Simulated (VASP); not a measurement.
Runs of VASP 6.6.1 on BeGe3. The structure is that of space group Pm-3m (No. 221), or close to it. The cells are those of the table. 

```csv
task,cell,k mesh,cutoff (eV),gap on the mesh (eV),pressure (GPa),relaxed volume (Å³/atom)
single point,"a = 4.063 Å, 4 atoms",4 × 4 × 4,520,none,-0.1,-
relaxation of cell and atoms,"relaxed from a = 3.902 Å, 4 atoms",4 × 4 × 4,600,none,0.1,16.73
single point,"a = 4.080 Å, 4 atoms",12 × 12 × 12,520,none,0.0,-
single point,"a = 3.902 Å, 4 atoms",6 × 6 × 6,520,none,12.5,-
relaxation of cell and atoms,"relaxed from a = 4.063 Å, 4 atoms",12 × 12 × 12,600,none,0.0,(a)
```

Alike in all rows: level PBE; potentials or basis VASP PAW PBE potentials, release 64 (Be, Ge_d); no spin polarisation; smearing gaussian 0.1 eV.

Question: Estimate the missing entries.

Answer: (a) 16.99.

Caveats: some runs use coarse meshes; the cell stands under pressure (at least some runs).

A k mesh can miss the band edges, and the runs leave out spin-orbit coupling on Ge.

A gap of «none» marks levels without a gap at the run's occupations.
